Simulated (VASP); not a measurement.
# TmB3Au (P1) in VASP: relaxation of cell and atoms with PBE

Aim: the relaxation of cell and atoms of TmB3Au with PBE.

Program: VASP 6.6.1. These are calculated values, not measurements. Logs are shortened: lines on timing, memory, paths and dates and some standing lists are left out, and cuts for length are marked.

### 1 The cell of the first run

The typed cell holds 10 atoms: a = 4.508 Å, b = 4.451 Å, c = 6.231 Å, α = 91.97°, β = 91.39°, γ = 107.77°.

### 2 Relaxation of cell and atoms, PBE

File INCAR:

```
PREC     = Accurate       # precision mode
ENCUT    = 500            # plane-wave cutoff, eV
EDIFF    = 1E-7           # SCF threshold, eV
ISMEAR   = 0              # smearing method
SIGMA    = 0.2            # smearing width, eV
LREAL    = F              # projectors in reciprocal space
LASPH    = T              # aspherical terms in the spheres
NELM     = 200            # most SCF steps
ALGO     = Normal         # electronic algorithm
ISIF     = 3              # what is computed and relaxed
LWAVE    = F              # write WAVECAR
LCHARG   = F              # write CHGCAR
GGA      = PE             # functional
IBRION   = 2              # ionic algorithm
NSW      = 80             # ionic steps
EDIFFG   = -0.025         # ionic threshold
GGA_COMPAT= F            
NELMIN   = 4            
LMAXMIX  = 6              # l up to which the mixer works
```

File KPOINTS:

```
regular mesh
0
Gamma
  6 6 4
```

File POSCAR:

```
TmB3Au
1.0
    0.0549502981      2.6639079555      3.6368834628
    0.0775641491      2.6149502278     -3.6008922450
   -6.2287616034     -0.1538347960      0.0192992826
Tm B Au
2 6 2
Direct
    0.5119585411      0.4734929295      1.0244818871
    0.5249066835      0.4949562992      0.5034658539
    0.3850508054      0.8996605832      0.7238493921
    0.4169278914      0.9365209436      0.2223181569
    0.0358008767      0.5939392156      0.7313654013
    0.0643499513      0.6535756373      0.2582878030
    0.1548401142      0.8296709426      0.5070714949
    0.1741126336      0.8646538126      1.0204609601
    0.8858252191      0.1135459925      0.7618118851
    0.8838734035      0.1023375242      0.2468871656
```

Potentials or basis: VASP PAW PBE potentials, release 64 (Tm_3, B, Au), 4f in core.

Started as:

```sh
> cat potpaw_PBE.64/Tm_3/POTCAR potpaw_PBE.64/B/POTCAR potpaw_PBE.64/Au/POTCAR > POTCAR
> mpirun -np 1 vasp_std > vasp.out
```

OUTCAR:

```text
PREC = Accurate
   ENCUT = 500
   EDIFF = 1E-7
   ISMEAR = 0
   LREAL = F
   LASPH = T
   NELM = 200
   ISIF = 3
   GGA = PE
   IBRION = 2
   NSW = 80
   EDIFFG = -0.025
   NELMIN = 4

 ion  position               nearest neighbor table
   1  0.512  0.473  0.024-   4 2.52   8 2.64   4 2.65   8 2.67   6 2.74   6 2.81   3 2.88   5 2.95
                             8 2.96   5 2.97   2 2.98  10 3.03  10 3.05   9 3.11   9 3.17  10 3.19
   2  0.525  0.495  0.503-   3 2.47   7 2.55   5 2.59   7 2.77   5 2.79   4 2.82   6 2.82   6 2.82
                             4 2.90   7 2.92   3 2.93   1 2.98   9 3.11   9 3.14  10 3.14  10 3.20
   3  0.385  0.900  0.724-   7 1.64   5 1.74   8 2.09   9 2.17   2 2.47   9 2.71   1 2.88   2 2.93

   4  0.417  0.937  0.222-   8 1.60   6 1.73  10 2.01   7 2.14   1 2.52   1 2.65  10 2.73   2 2.82
                             2 2.90
   5  0.036  0.594  0.731-   3 1.74   7 1.77   9 2.05   8 2.10   2 2.59   9 2.60   2 2.79   1 2.95
                             1 2.97
   6  0.064  0.654  0.258-   7 1.70   4 1.73   8 1.78  10 2.34  10 2.38   1 2.74   1 2.81   2 2.82
                             2 2.82
   7  0.155  0.830  0.507-   3 1.64   6 1.70   5 1.77   4 2.14   9 2.55   2 2.55  10 2.56   2 2.77
                             2 2.92
   8  0.174  0.865  0.020-   4 1.60   6 1.78   3 2.09   5 2.10  10 2.38   9 2.53   1 2.64   1 2.67
                             1 2.96
   9  0.886  0.114  0.762-   5 2.05   3 2.17   8 2.53   7 2.55   5 2.60   3 2.71  10 3.02   2 3.11
                             1 3.11   2 3.14   1 3.17  10 3.21   1 3.34   2 3.35
  10  0.884  0.102  0.247-   4 2.01   6 2.34   8 2.38   6 2.38   7 2.56   4 2.73   9 3.02   1 3.03
                             1 3.05   2 3.14   1 3.19   2 3.20   9 3.21   2 3.23

  LATTYP: Found a triclinic cell.
 ALAT       =     4.4508882092
 B/A-ratio  =     3.5486213544
 C/A-ratio  =     1.1864247253
 COS(alpha) =     0.0072525098
 COS(beta)  =     0.5822365636
 COS(gamma) =     0.7514585635

  Lattice vectors:

 A1 = (  -0.0775641491,  -2.6149502278,   3.6008922450)
 A2 = (  -6.2739893054,  -0.0559193406,  14.4948506982)
 A3 = (  -0.1325144472,  -5.2788581833,  -0.0359912178)

Analysis of symmetry for initial positions (statically):
=====================================================================
 Subroutine PRICEL returns:
 Original cell was already a primitive cell.

 Routine SETGRP: Setting up the symmetry group for a
 triclinic supercell.

 Subroutine GETGRP returns: Found  1 space group operations
 (whereof  1 operations were pure point group operations)
 out of a pool of  2 trial point group operations.

The static configuration has the point symmetry C_1 .

Analysis of symmetry for dynamics (positions and initial velocities):
=====================================================================
 Subroutine PRICEL returns:
 Original cell was already a primitive cell.

 Routine SETGRP: Setting up the symmetry group for a
 triclinic supercell.

 Subroutine GETGRP returns: Found  1 space group operations
 (whereof  1 operations were pure point group operations)
 out of a pool of  2 trial point group operations.

The dynamic configuration has the point symmetry C_1 .

 Subroutine INISYM returns: Found  1 space group operations
 (whereof  1 operations are pure point group operations),
 and found     1 'primitive' translations

----------------------------------------------------------------------------------------

                                     Primitive cell

  volume of cell :     118.9112

  direct lattice vectors                    reciprocal lattice vectors
     0.054950298  2.663907956  3.636883463    -0.004234049  0.188607979  0.136874984
     0.077564149  2.614950228 -3.600892245    -0.005137369  0.190514765 -0.139468724
    -6.228761603 -0.153834796  0.019299283    -0.160646883  0.004036305 -0.000529231

  length of vectors
     4.508474959  4.450888209  6.230690870     0.233078653  0.236164759  0.160698453

  position of ions in fractional coordinates (direct lattice)
     0.511958541  0.473492929  0.024481887
     0.524906683  0.494956299  0.503465854
     0.385050805  0.899660583  0.723849392
     0.416927891  0.936520944  0.222318157
     0.035800877  0.593939216  0.731365401
     0.064349951  0.653575637  0.258287803
     0.154840114  0.829670943  0.507071495
     0.174112634  0.864653813  0.020460960
     0.885825219  0.113545993  0.761811885
     0.883873403  0.102337524  0.246887166

  ion indices of the primitive-cell ions
   primitive index   ion index
                 1           1
                 2           2
                 3           3
                 4           4
                 5           5
                 6           6
                 7           7
                 8           8
                 9           9
                10          10

----------------------------------------------------------------------------------------

 KPOINTS: regular mesh

Automatic generation of k-mesh.
 Grid dimensions read from file:
 generate k-points for:    6    6    4

 Generating k-lattice:

  Cartesian coordinates                     Fractional coordinates (reciprocal lattice)
    -0.000705675  0.031434663  0.022812497     0.166666667 -0.000000000  0.000000000
    -0.000856228  0.031752461 -0.023244787     0.000000000  0.166666667  0.000000000
    -0.040161721  0.001009076 -0.000132308     0.000000000  0.000000000  0.250000000

  Length of vectors
     0.038846442  0.039360793  0.040174613

  Shift w.r.t. Gamma in fractional coordinates (k-lattice)
     0.000000000  0.000000000  0.000000000

 Subroutine IBZKPT returns following result:
 ===========================================

 Found     76 irreducible k-points:

 Following reciprocal coordinates:
            Coordinates               Weight
  0.000000  0.000000  0.000000      1.000000
  0.166667  0.000000 -0.000000      2.000000
  0.333333  0.000000 -0.000000      2.000000
  0.500000  0.000000 -0.000000      1.000000
  0.000000  0.166667 -0.000000      2.000000
  0.166667  0.166667 -0.000000      2.000000
[... 16 lines left out ...]
  0.333333  0.000000  0.250000      2.000000
  0.500000 -0.000000  0.250000      2.000000
 [... further k-points ...]
   k-points           NKPTS =     76   k-points in BZ     NKDIM =     76   number of bands    NBANDS=     35
   number of dos      NEDOS =    301   number of ions     NIONS =     10
   total plane-waves  NPLWV =  55296
   dimension x,y,z NGX =    36 NGY =   32 NGZ =   48
   dimension x,y,z NGXF=    72 NGYF=   64 NGZF=   96
   ions per type =               2   6   2
   NGX,Y,Z   is equivalent  to a cutoff of  13.27, 11.95, 12.81 a.u.
   NGXF,Y,Z  is equivalent  to a cutoff of  26.55, 23.90, 25.61 a.u.
 SYSTEM =  unknown system
   PREC   = accura    normal or accurate (medium, high low for compatibility)
   ISTART =      0    job   : 0-new  1-cont  2-samecut
   ICHARG =      2    charge: 1-file 2-atom 10-const
   ISPIN  =      1    spin polarized calculation?
   LNONCOLLINEAR =      F non collinear calculations
   LSORBIT =      F    spin-orbit coupling
   LASPH  =      T    aspherical Exc in radial PAW
   ENCUT  =  500.0 eV  36.75 Ry    6.06 a.u.   8.22  8.11 11.36*2*pi/ulx,y,z
   NELM   =    200;   NELMIN=  4; NELMDL= -5     # of ELM steps
   EDIFF  = 0.1E-06   stopping-criterion for ELM
   LREAL  =      F    real-space projection
   EDIFFG = -.3E-01   stopping-criterion for IOM
   NSW    =     80    number of steps for IOM
   IBRION =      2    ionic relax: 0-MD 1-quasi-New 2-CG
   NFREE  =      1    steps in history (QN), initial steepest desc. (CG)
   ISIF   =      3    stress and relaxation
   ISYM   =      2    0-nonsym 1-usesym 2-fastsym
   POTIM  = 0.5000    time-step for ionic-motion
   TEBEG  =    0.0;   TEEND  =   0.0 temperature during run
   PSTRESS=    0.0 pullay stress
   NELECT =      58.0000    total number of electrons
   NUPDOWN=      -1.0000    fix difference up-down
   EMIN   =  10.00;   EMAX   =-10.00  energy-range for DOS
   EFERMI =   0.00;   METHOD = LEGACY
   ISMEAR =     0;   SIGMA  =   0.20  broadening in eV -4-tet -1-fermi 0-gaus
   EFERMI_NEDOS =   21; number of points for ismear=-14 and -15
   IALGO  =     38    algorithm
   IMIX   =      4    mixing-type and parameters
     AMIX     =   0.40;   BMIX     =  1.00
     AMIX_MAG =   1.60;   BMIX_MAG =  1.00
  volume/ion in A,a.u.               =      11.89        80.25
  Fermi-wavevector in a.u.,A,eV,Ry     =   1.288674  2.435242 22.594950  1.660682
  Thomas-Fermi vector in A             =   2.420614
   LORBIT       =      0    0 simple, 1 ext, 2 COOP (PROOUT), +10 PAW based schemes
   GGA     = PE    functional components
   LHFCALC =     F    Hartree Fock is set to
   AEXX    =    0.0000 exact exchange contribution
   IVDW    =     0    specifies the selected vdW correction
   LEPSILON=     F    determine dielectric tensor
   LRPA    =     F    only Hartree local field effects (RPA)
 conjugate gradient relaxation of ions
 non-spin polarized calculation
 Gauss-broadening in eV      SIGMA  =   0.20
  energy-cutoff  :      500.00
  volume of cell :      118.91
 maximum number of plane-waves:      3046
 NGX is ok and might be reduce to    36
   NGX = 17   NGY = 17   NGZ = 23

--------------------------------------- Ionic step        1  -------------------------------------------

 number of electron      57.9999999 magnetization

 Free energy of the ion-electron system (eV)
  ---------------------------------------------------
  ext. energy  EPLUGINS =         0.00000000
  ---------------------------------------------------
  free energy    TOTEN  =       -56.29819512 eV

  energy without entropy =      -56.23933627  energy(sigma->0) =      -56.26876570

------------------------ aborting loop because EDIFF is reached ----------------------------------------

  FORCE on cell =-STRESS in cart. coord.  units (eV):
  Direction    XX          YY          ZZ          XY          YZ          ZX
  --------------------------------------------------------------------------------------
  -------------------------------------------------------------------------------------
  Total        4.9141889      5.3533062      2.9456846     -5.0480432      1.1937058      0.5666978
  in kB       66.2124474     72.1289949     39.6893545    -68.0159643     16.0836682      7.6355320
  external PRESSURE =      59.3435989 kB  Pullay stress =       0.0000000 kB
[... 113 lines left out ...]
  FREE ENERGIE OF THE ION-ELECTRON SYSTEM (eV)
  ---------------------------------------------------
  free  energy   TOTEN  =       -57.2938916058 eV

  energy  without entropy=      -57.2316685437  energy(sigma->0) =      -57.26278007

[... ionic steps 4 to 13 ...]

--------------------------------------- Ionic step       14  -------------------------------------------

 number of electron      58.0000000 magnetization

------------------------ aborting loop because EDIFF is reached ----------------------------------------

  FORCE on cell =-STRESS in cart. coord.  units (eV):
  Direction    XX          YY          ZZ          XY          YZ          ZX
  --------------------------------------------------------------------------------------
  -------------------------------------------------------------------------------------
  Total       -0.0635442     -0.0237183     -0.0892147      0.0237731     -0.0389257     -0.0389671
  in kB       -0.8576681     -0.3201313     -1.2041490      0.3208703     -0.5253877     -0.5259469
  external PRESSURE =      -0.7939828 kB  Pullay stress =       0.0000000 kB
[... 73 lines left out ...]
  energy  without entropy=      -57.8227636697  energy(sigma->0) =      -57.85421372

--------------------------------------- Ionic step       16  -------------------------------------------

 number of electron      58.0000000 magnetization

 Free energy of the ion-electron system (eV)
  ---------------------------------------------------
  ext. energy  EPLUGINS =         0.00000000
  ---------------------------------------------------
  free energy    TOTEN  =       -57.88610994 eV

  energy without entropy =      -57.82331567  energy(sigma->0) =      -57.85471280

 E-fermi :   7.4578     XC(G=0): -12.0107

 val. band max:        7.4285849976   @ k =  -0.3333   0.1667   0.0000
 cond. band min:       7.4960130631   @ k =  -0.3333   0.3333  -0.0000
 fundamental gap:      0.0674280656
 Fermi energy:         7.4578463865

 k-point     1 :       0.0000    0.0000    0.0000
  band No.  band energies     occupation
      1     -18.3021      2.00000
      2     -17.9021      2.00000
      3     -17.8240      2.00000
      4     -17.7742      2.00000
      5     -17.6972      2.00000
      6     -17.3640      2.00000
[... 901 lines left out ...]
     34      10.6659      0.00000
     35      10.8564      0.00000

 [... further k-points ...]
[... 5 lines left out ...]
  --------------------------------------------------------------------------------------
  -------------------------------------------------------------------------------------
  Total        0.0554143     -0.0074605      0.0086875     -0.0205574     -0.0023415     -0.0503017
  in kB        0.7484686     -0.1007668      0.1173396     -0.2776647     -0.0316258     -0.6794144
  external PRESSURE =       0.2550138 kB  Pullay stress =       0.0000000 kB
[... 25 lines left out ...]
  FREE ENERGIE OF THE ION-ELECTRON SYSTEM (eV)
  ---------------------------------------------------
  free  energy   TOTEN  =       -57.8861099360 eV

  energy  without entropy=      -57.8233156736  energy(sigma->0) =      -57.85471280

 reached required accuracy - stopping structural energy minimisation
```

Run time: 23 min. Hardware: 1 thread of AMD EPYC 9R45 (Zen 5), shared host; peak memory 0.42 GiB.

Results:

```yaml
Free_energy: -57.8861 eV
Relaxed_volume: 11.86 Å³/atom
Relaxed_cell: a = 4.482 Å, b = 4.482 Å, c = 6.183 Å, α = 89.92°, β = 90.09°, γ = 107.26°
Space_group_after_relaxing_to_0.1_Å: Amm2 (No. 38)
Energy_gained_by_relaxing: 158.8 meV/atom
Ionic_steps: 16
Pressure_after_relaxing: 0.0 GPa
Largest_force_after_relaxing: 0.025 eV/Å
Band_gap_on_the_k_mesh: zero (bands 29 and 30 overlap by 1.59 eV)
```

Forces in eV/Å, atoms in the order of the input:
```
Tm   0.008 -0.003 -0.005
Tm  -0.011  0.001 -0.004
B   -0.001  0.015  0.008
B   -0.019  0.003  0.011
B   -0.007 -0.005  0.009
B   -0.003  0.015  0.007
B    0.015 -0.002  0.000
B   -0.017 -0.013  0.002
Au   0.017  0.000 -0.019
Au   0.018 -0.011 -0.008
```

The path:
```csv
step,energy change (eV),largest force (eV/Å),pressure (GPa),volume (Å³)
1,0.0000,2.7924,5.93,118.91
2,-0.9893,1.0561,-8.86,126.57
3,-0.9957,1.0977,-7.98,125.88
4,-1.3800,1.1037,2.29,117.53
5,-1.3851,1.0341,1.07,118.32
6,-1.4941,0.6721,0.97,117.83
7,-1.4942,0.6934,0.98,117.82
8,-1.5605,0.3686,-0.29,118.80
9,-1.5654,0.2845,-0.66,119.15
10,-1.5801,0.2587,0.38,118.44
11,-1.5813,0.2830,0.79,118.17
12,-1.5854,0.1628,-0.34,118.83
13,-1.5863,0.1208,0.00,118.63
14,-1.5874,0.0593,-0.08,118.70
15,-1.5875,0.0718,-0.10,118.72
16,-1.5879,0.0249,0.03,118.62
```

Final structure:
```xyz
10
Lattice="0.0034 2.6587 3.6084 -0.0013 2.6573 -3.6094 -6.1830 0.0016 -0.0075" Properties=species:S:1:pos:R:3 pbc="T T T"
Tm   -6.1815    2.6599    0.2293
Tm   -3.0892    2.6585    0.2327
B    -4.6356    3.5100   -2.0655
B    -1.5428    3.5094   -2.0629
B    -4.6363    1.8065   -2.0660
B    -1.5451    1.8053   -2.0632
B    -3.0915    2.6585   -2.4525
B    -6.1815    2.6600   -2.4565
Au   -4.6399    2.6596    2.8531
Au   -1.5487    2.6600    2.8559
```

Levels at points of the mesh, in eV from the Fermi level:
```tsv
k point	band 25	band 26	band 27	band 28	band 29	band 30	band 31	band 32	band 33	band 34
(0.00, 0.00, 0.00)	-2.56	-1.90	-1.69	-1.11	-1.01	-0.52	-0.48	1.65	2.31	2.46
(0.50, 0.00, 0.00)	-3.18	-2.88	-1.86	-1.59	-1.16	-0.58	2.18	2.25	2.54	2.91
(0.00, 0.50, 0.00)	-3.18	-2.88	-1.86	-1.59	-1.16	-0.58	2.18	2.25	2.54	2.91
(0.50, 0.50, 0.00)	-2.75	-2.69	-2.66	-2.41	0.05	0.42	1.73	2.44	2.76	3.69
(0.00, 0.00, 0.50)	-2.59	-2.59	-1.69	-1.69	0.42	0.43	0.80	0.80	1.91	1.91
(0.50, 0.00, 0.50)	-2.79	-2.79	-1.28	-1.27	-0.14	-0.14	1.77	1.77	2.59	2.59
(0.00, 0.50, 0.50)	-2.79	-2.79	-1.28	-1.28	-0.14	-0.13	1.77	1.77	2.59	2.59
(0.50, 0.50, 0.50)	-3.46	-3.46	-0.98	-0.97	0.57	0.57	1.59	1.60	2.20	2.20
```

Caveat: spin-orbit coupling is left out, which moves the levels of the heavy elements; the 4f electrons are frozen in the core, so they carry no moment and show no levels. Spin polarisation is off, so any magnetic state and its effect on volume and gap are missing.

The gap in the log of VASP goes by the Fermi energy; the results here count the filled bands.